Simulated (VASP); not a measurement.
Nb: single point with PBE

Nb:

```
CELL_PARAMETERS angstrom
0.00000 2.06604 2.06604
2.06604 0.00000 2.06604
2.06604 2.06604 0.00000
ATOMIC_POSITIONS crystal
Nb 0.00000 0.00000 0.00000
```

This isn't the form of Nb at room conditions, which is bcc.

```json
{
 "Program": "VASP 6.6.1",
 "Task": "single point",
 "Functional": "PBE",
 "Potentials or basis": "VASP PAW PBE potentials, release 64 (Nb_sv)",
 "Cutoff": "520 eV",
 "k mesh": "44 × 44 × 44",
 "Occupations": "fermi-dirac, width 0.0612256 eV",
 "Spin": "no spin polarisation",
 "Dipole correction": "no",
 "Further INCAR settings": "ALGO = Normal; EDIFF = 1e-06; NBANDS = 12"
}
```

| Item | Value |
| --- | --- |
| Pressure | 11.0 GPa |
| Band gap on the k mesh | zero (an odd number of electrons rules out a gap without spin polarisation) |

Levels at points of the mesh, in eV from the Fermi level:
| k point | band 2 | band 3 | band 4 | band 5 | band 6 | band 7 | band 8 | band 9 | band 10 | band 11 |
| --- | --- | --- | --- | --- | --- | --- | --- | --- | --- | --- |
| (0.00, 0.00, 0.00) | -30.00 | -30.00 | -30.00 | -6.38 | 0.05 | 0.05 | 0.05 | 2.88 | 2.88 | 11.87 |
| (0.50, 0.00, 0.00) | -31.44 | -30.18 | -30.18 | -4.08 | -0.16 | -0.16 | 1.60 | 5.02 | 5.02 | 11.33 |
| (0.50, 0.50, 0.00) | -31.34 | -30.51 | -30.51 | -4.41 | -3.64 | 3.97 | 5.01 | 5.64 | 5.64 | 11.76 |

It took 8.5 min on 1 thread of Intel Xeon 8259CL, with other jobs on the host, peak memory 0.56 GiB.

Caveat: the cell stands under pressure.
